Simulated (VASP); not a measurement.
# Bi2S3 (P-3m1) in VASP: single point with PBE

Aim: the single point of Bi2S3 with PBE.

Everything below comes from runs of VASP 6.6.1. Logs are shortened: lines on timing, memory, paths and dates and some standing lists are left out, and cuts for length are marked.

### 1 The cell of the first run

The structure is trigonal, space group P-3m1 (No. 164). The conventional cell has a = 4.056 Å, b = 4.056 Å, c = 10.402 Å, α = 90.00°, β = 90.00°, γ = 120.00°. Bi (site symmetry 3m) has 6 S at 2.75 to 3.00 Å within 3.6 Å. Within 3.6 Å of S (site symmetry 3m) lie 3 Bi at 2.75 Å. S (site symmetry -3m) has 6 Bi at 3.00 Å and 12 S at 4.06 Å within 4.1 Å.

The cell was built from a structure type or drawn by symmetry, and may not be a known phase.

### 2 Single point, PBE

Input file INCAR:

```
ALGO = Normal
EDIFF = 1E-6
ENCUT = 520
GGA = PE
ISIF = 2
ISMEAR = 0
LASPH = T
LCHARG = F
LREAL = F
LWAVE = F
NBANDS = 32
NELM = 60
PREC = Accurate
SIGMA = 0.02
```

Input file KPOINTS:

```
k-points
0
Gamma
  12 12 4
```

Input file POSCAR:

```
Bi2S3
1.0
    4.0558205679      0.0000000000      0.0000000000
   -2.0279102840      3.5124436450      0.0000000000
    0.0000000000      0.0000000000     10.4018247393
Bi S
2 3
Direct
    0.3333333333      0.6666666667      0.1806323156
    0.6666666667      0.3333333333      0.8193676844
    0.3333333333      0.6666666667      0.6813819034
    0.6666666667      0.3333333333      0.3186180966
    0.0000000000      0.0000000000      0.0000000000
```

Potentials or basis: VASP PAW PBE potentials, release 64 (Bi_d, S).

Launch:

```console
> cat potpaw_PBE.64/Bi_d/POTCAR potpaw_PBE.64/S/POTCAR > POTCAR
> mpirun -np 1 vasp_std > vasp.out
```

OUTCAR:

```text
EDIFF = 1E-6
   ENCUT = 520
   GGA = PE
   ISIF = 2
   ISMEAR = 0
   LASPH = T
   LREAL = F
   NELM = 60
   PREC = Accurate

 ion  position               nearest neighbor table
   1  0.333  0.667  0.181-   4 2.75   4 2.75   4 2.75   5 3.00   5 3.00   5 3.00
   2  0.667  0.333  0.819-   3 2.75   3 2.75   3 2.75   5 3.00   5 3.00   5 3.00
   3  0.333  0.667  0.681-   2 2.75   2 2.75   2 2.75
   4  0.667  0.333  0.319-   1 2.75   1 2.75   1 2.75
   5  0.000  0.000  0.000-   1 3.00   2 3.00   2 3.00   1 3.00   2 3.00   1 3.00

  LATTYP: Found a hexagonal cell.
 ALAT       =     4.0558205679
 C/A-ratio  =     2.5646659080

  Lattice vectors:

 A1 = (   4.0558205679,   0.0000000000,   0.0000000000)
 A2 = (  -2.0279102840,   3.5124436450,   0.0000000000)
 A3 = (   0.0000000000,   0.0000000000,  10.4018247393)

Analysis of symmetry for initial positions (statically):
=====================================================================
 Subroutine PRICEL returns:
 Original cell was already a primitive cell.

 Routine SETGRP: Setting up the symmetry group for a
 hexagonal supercell.

 Subroutine GETGRP returns: Found 12 space group operations
 (whereof 12 operations were pure point group operations)
 out of a pool of 24 trial point group operations.

The static configuration has the point symmetry D_3d.

Analysis of symmetry for dynamics (positions and initial velocities):
=====================================================================
 Subroutine PRICEL returns:
 Original cell was already a primitive cell.

 Routine SETGRP: Setting up the symmetry group for a
 hexagonal supercell.

 Subroutine GETGRP returns: Found 12 space group operations
 (whereof 12 operations were pure point group operations)
 out of a pool of 24 trial point group operations.

The dynamic configuration has the point symmetry D_3d.

 Subroutine INISYM returns: Found 12 space group operations
 (whereof 12 operations are pure point group operations),
 and found     1 'primitive' translations

----------------------------------------------------------------------------------------

                                     Primitive cell

  volume of cell :     148.1827

  direct lattice vectors                    reciprocal lattice vectors
     4.055820568  0.000000000  0.000000000     0.246559231  0.142351038  0.000000000
    -2.027910284  3.512443645  0.000000000     0.000000000  0.284702077  0.000000000
     0.000000000  0.000000000 10.401824739     0.000000000  0.000000000  0.096136978

  length of vectors
     4.055820568  4.055820568 10.401824739     0.284702077  0.284702077  0.096136978

  position of ions in fractional coordinates (direct lattice)
     0.333333333  0.666666667  0.180632316
     0.666666667  0.333333333  0.819367684
     0.333333333  0.666666667  0.681381903
     0.666666667  0.333333333  0.318618097
     0.000000000  0.000000000  0.000000000

  ion indices of the primitive-cell ions
   primitive index   ion index
                 1           1
                 2           2
                 3           3
                 4           4
                 5           5

----------------------------------------------------------------------------------------

 KPOINTS: k-points

Automatic generation of k-mesh.
 Grid dimensions read from file:
 generate k-points for:   12   12    4

 Generating k-lattice:

  Cartesian coordinates                     Fractional coordinates (reciprocal lattice)
     0.020546603  0.011862587  0.000000000     0.083333333 -0.000000000  0.000000000
     0.000000000  0.023725173  0.000000000     0.000000000  0.083333333  0.000000000
     0.000000000  0.000000000  0.024034245     0.000000000  0.000000000  0.250000000

  Length of vectors
     0.023725173  0.023725173  0.024034245

  Shift w.r.t. Gamma in fractional coordinates (k-lattice)
     0.000000000  0.000000000  0.000000000

 Subroutine IBZKPT returns following result:
 ===========================================

 Found     69 irreducible k-points:

 Following reciprocal coordinates:
            Coordinates               Weight
  0.000000  0.000000  0.000000      1.000000
  0.083333  0.000000  0.000000      6.000000
  0.166667  0.000000  0.000000      6.000000
  0.250000 -0.000000  0.000000      6.000000
  0.333333  0.000000  0.000000      6.000000
  0.416667  0.000000  0.000000      6.000000
[... 16 lines left out ...]
  0.166667  0.000000  0.250000      6.000000
  0.000000  0.166667  0.250000      6.000000
 [... further k-points ...]
   k-points           NKPTS =     69   k-points in BZ     NKDIM =     69   number of bands    NBANDS=     32
   number of dos      NEDOS =    301   number of ions     NIONS =      5
   total plane-waves  NPLWV =  72000
   dimension x,y,z NGX =    30 NGY =   30 NGZ =   80
   dimension x,y,z NGXF=    60 NGYF=   60 NGZF=  160
   ions per type =               2   3
   NGX,Y,Z   is equivalent  to a cutoff of  12.30, 12.30, 12.79 a.u.
   NGXF,Y,Z  is equivalent  to a cutoff of  24.59, 24.59, 25.57 a.u.
 SYSTEM =  unknown system
   PREC   = accura    normal or accurate (medium, high low for compatibility)
   ISTART =      0    job   : 0-new  1-cont  2-samecut
   ICHARG =      2    charge: 1-file 2-atom 10-const
   ISPIN  =      1    spin polarized calculation?
   LNONCOLLINEAR =      F non collinear calculations
   LSORBIT =      F    spin-orbit coupling
   LASPH  =      T    aspherical Exc in radial PAW
   ENCUT  =  520.0 eV  38.22 Ry    6.18 a.u.   7.54  7.54 19.34*2*pi/ulx,y,z
   NELM   =     60;   NELMIN=  2; NELMDL= -5     # of ELM steps
   EDIFF  = 0.1E-05   stopping-criterion for ELM
   LREAL  =      F    real-space projection
   EDIFFG = 0.1E-04   stopping-criterion for IOM
   NSW    =      0    number of steps for IOM
   IBRION =     -1    ionic relax: 0-MD 1-quasi-New 2-CG
   NFREE  =      0    steps in history (QN), initial steepest desc. (CG)
   ISIF   =      2    stress and relaxation
   ISYM   =      2    0-nonsym 1-usesym 2-fastsym
   POTIM  = 0.5000    time-step for ionic-motion
   TEBEG  =    0.0;   TEEND  =   0.0 temperature during run
   PSTRESS=    0.0 pullay stress
   NELECT =      48.0000    total number of electrons
   NUPDOWN=      -1.0000    fix difference up-down
   EMIN   =  10.00;   EMAX   =-10.00  energy-range for DOS
   EFERMI =   0.00;   METHOD = LEGACY
   ISMEAR =     0;   SIGMA  =   0.02  broadening in eV -4-tet -1-fermi 0-gaus
   EFERMI_NEDOS =   21; number of points for ismear=-14 and -15
   IALGO  =     38    algorithm
   IMIX   =      4    mixing-type and parameters
     AMIX     =   0.40;   BMIX     =  1.00
     AMIX_MAG =   1.60;   BMIX_MAG =  1.00
  volume/ion in A,a.u.               =      29.64       200.00
  Fermi-wavevector in a.u.,A,eV,Ry     =   1.124319  2.124654 17.199018  1.264092
  Thomas-Fermi vector in A             =   2.260990
   LORBIT       =      0    0 simple, 1 ext, 2 COOP (PROOUT), +10 PAW based schemes
   GGA     = PE    functional components
   LHFCALC =     F    Hartree Fock is set to
   AEXX    =    0.0000 exact exchange contribution
   IVDW    =     0    specifies the selected vdW correction
   LEPSILON=     F    determine dielectric tensor
   LRPA    =     F    only Hartree local field effects (RPA)
 non-spin polarized calculation
 Gauss-broadening in eV      SIGMA  =   0.02
  energy-cutoff  :      520.00
  volume of cell :      148.18
 maximum number of plane-waves:      4020
   NGX = 15   NGY = 15   NGZ = 39

 number of electron      47.9999992 magnetization

 Free energy of the ion-electron system (eV)
  ---------------------------------------------------
  ext. energy  EPLUGINS =         0.00000000
  ---------------------------------------------------
  free energy    TOTEN  =       -21.88911760 eV

  energy without entropy =      -21.88911760  energy(sigma->0) =      -21.88911760

 E-fermi :   3.5647     XC(G=0):  -8.7269

 val. band max:        3.4205482770   @ k =   0.1667   0.0833   0.5000
 cond. band min:       4.4985170760   @ k =   0.0000   0.0000   0.0000
 fundamental gap:      1.0779687989
 Fermi energy:         3.5646878918

 k-point     1 :       0.0000    0.0000    0.0000
  band No.  band energies     occupation
      1     -19.0505      2.00000
      2     -19.0475      2.00000
      3     -19.0468      2.00000
      4     -19.0468      2.00000
      5     -19.0451      2.00000
      6     -19.0451      2.00000
[... 24 lines left out ...]
     31      10.3655      0.00000
     32      10.5485      0.00000

 k-point     2 :       0.0833    0.0000    0.0000
  band No.  band energies     occupation
      1     -19.0499      2.00000
      2     -19.0482      2.00000
      3     -19.0462      2.00000
      4     -19.0448      2.00000
      5     -19.0446      2.00000
      6     -19.0429      2.00000
[... 24 lines left out ...]
     31      10.4049      0.00000
     32      10.6562      0.00000

 k-point     3 :       0.1667    0.0000    0.0000
  band No.  band energies     occupation
      1     -19.0523      2.00000
      2     -19.0508      2.00000
      3     -19.0432      2.00000
      4     -19.0415      2.00000
      5     -19.0389      2.00000
      6     -19.0371      2.00000
[... 24 lines left out ...]
     31       9.8023      0.00000
     32      10.5101      0.00000

 k-point     4 :       0.2500   -0.0000    0.0000
  band No.  band energies     occupation
      1     -19.0578      2.00000
      2     -19.0549      2.00000
      3     -19.0427      2.00000
      4     -19.0366      2.00000
      5     -19.0357      2.00000
      6     -19.0343      2.00000
[... 654 lines left out ...]
     31      10.3373      0.00000
     32      10.4573      0.00000

 k-point    23 :       0.1667    0.0000    0.2500
  band No.  band energies     occupation
      1     -19.0523      2.00000
      2     -19.0508      2.00000
      3     -19.0432      2.00000
      4     -19.0415      2.00000
      5     -19.0389      2.00000
      6     -19.0371      2.00000
[... 24 lines left out ...]
     31       9.6629      0.00000
     32      10.6311      0.00000

 k-point    24 :       0.0000    0.1667    0.2500
  band No.  band energies     occupation
      1     -19.0523      2.00000
      2     -19.0508      2.00000
      3     -19.0432      2.00000
      4     -19.0415      2.00000
      5     -19.0389      2.00000
      6     -19.0371      2.00000
[... 24 lines left out ...]
     31       9.7874      0.00000
     32      10.4697      0.00000

 [... further k-points ...]

------------------------ aborting loop because EDIFF is reached ----------------------------------------

  FORCE on cell =-STRESS in cart. coord.  units (eV):
  Direction    XX          YY          ZZ          XY          YZ          ZX
  --------------------------------------------------------------------------------------
  -------------------------------------------------------------------------------------
  Total       -0.0607847     -0.0607847     -0.0603298      0.0000000     -0.0000000     -0.0000000
  in kB       -0.6572147     -0.6572147     -0.6522962      0.0000000     -0.0000000     -0.0000000
  external PRESSURE =      -0.6555752 kB  Pullay stress =       0.0000000 kB

 VOLUME and BASIS-vectors are now :
 -----------------------------------------------------------------------------
  energy-cutoff  :      520.00
  volume of cell :      148.18
      direct lattice vectors                 reciprocal lattice vectors
     4.055820568  0.000000000  0.000000000     0.246559231  0.142351038  0.000000000
    -2.027910284  3.512443645  0.000000000     0.000000000  0.284702077  0.000000000
     0.000000000  0.000000000 10.401824739     0.000000000  0.000000000  0.096136978

 POSITION                                       TOTAL-FORCE (eV/Angst)
 -----------------------------------------------------------------------------------
     -0.00000      2.34163      1.87891        -0.000000      0.000000     -0.002775
      2.02791      1.17081      8.52292         0.000000     -0.000000      0.002775
     -0.00000      2.34163      7.08762        -0.000000      0.000000     -0.001179
      2.02791      1.17081      3.31421         0.000000      0.000000      0.001179
      0.00000      0.00000      0.00000         0.000000      0.000000      0.000000
 -----------------------------------------------------------------------------------
    total drift:                               -0.000000      0.000000     -0.000000

  FREE ENERGIE OF THE ION-ELECTRON SYSTEM (eV)
  ---------------------------------------------------
  free  energy   TOTEN  =       -21.8891176041 eV

  energy  without entropy=      -21.8891176041  energy(sigma->0) =      -21.88911760
```

Wall time 5.2 min (1 thread of Intel Xeon Platinum 8175M at 2.50GHz (Skylake/Cascade Lake), shared host); peak memory 0.41 GiB.

What came out:

- Free energy: -21.8891 eV
- Pressure: -0.1 GPa
- Band gap on the k mesh: 1.08 eV (least direct gap 1.21 eV)

Forces in eV/Å, atoms in the order of the input:
```
Bi   0.000  0.000 -0.003
Bi   0.000  0.000  0.003
S    0.000  0.000 -0.001
S    0.000  0.000  0.001
S    0.000  0.000  0.000
```

Caveat: spin-orbit coupling is left out, which moves the levels of the heavy elements; this functional lacks dispersion, which binds the layers, so the pressure and a relaxed spacing across them are unreliable. A k mesh can miss the band edges.
